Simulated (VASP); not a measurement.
Mg5NiS6, 12 atoms in the cell. Symmetry: P4/mmm, No. 123, tetragonal system. The conventional cell has a = 3.657 Å, b = 3.657 Å, c = 15.349 Å, α = 90.00°, β = 90.00°, γ = 90.00°. Within 3.2 Å of Mg (site symmetry 4mm) lie 6 S at 2.45 to 2.60 Å. Mg (site symmetry 4mm) has 6 S at 2.59 to 2.68 Å within 3.4 Å. Within 3.4 Å of Mg (site symmetry 4/mmm) lie 6 S at 2.59 to 2.63 Å. Within 3.1 Å of Ni (site symmetry 4/mmm) lie 6 S at 2.35 to 2.59 Å. S (site symmetry 4mm) has 6 Mg at 2.59 to 2.63 Å within 3.4 Å. Within 3.4 Å of S (site symmetry 4/mmm) lie 6 Mg at 2.59 to 2.65 Å. S (site symmetry 4mm) has 1 Ni at 2.35 Å and 5 Mg at 2.59 to 2.68 Å within 3.1 Å. Within 3.2 Å of S (site symmetry 4/mmm) lie 2 Mg at 2.45 Å and 4 Ni at 2.59 Å. 

```yaml
Program: VASP 6.6.1
Task: single point
Functional: PBE
Potentials_or_basis: VASP PAW PBE potentials, release 64 (Mg, Ni, S)
Cutoff: 520 eV
k_mesh: 10 × 10 × 4
Occupations: gaussian, width 0.1 eV
Spin: no spin polarisation
Dipole_correction: no
Further_INCAR_settings: ALGO = Normal; EDIFF = 1e-06; NBANDS = 40
```

Potentials or basis: VASP PAW PBE potentials, release 64 (Mg, Ni, S).

Launch:

```sh
$ cat potpaw_PBE.64/Mg/POTCAR potpaw_PBE.64/Ni/POTCAR potpaw_PBE.64/S/POTCAR > POTCAR
$ mpirun -np 1 vasp_std > vasp.out
```

Hardware: 1 thread of Oxide Virtual Turin-like Processor (shared host).

Q: How long does it take, and how much memory?

A: Run time: 30 min on 1 thread of Oxide Virtual Turin-like Processor (shared host), peak memory 0.54 GiB. Counts: scf iterations 15, k points 63.
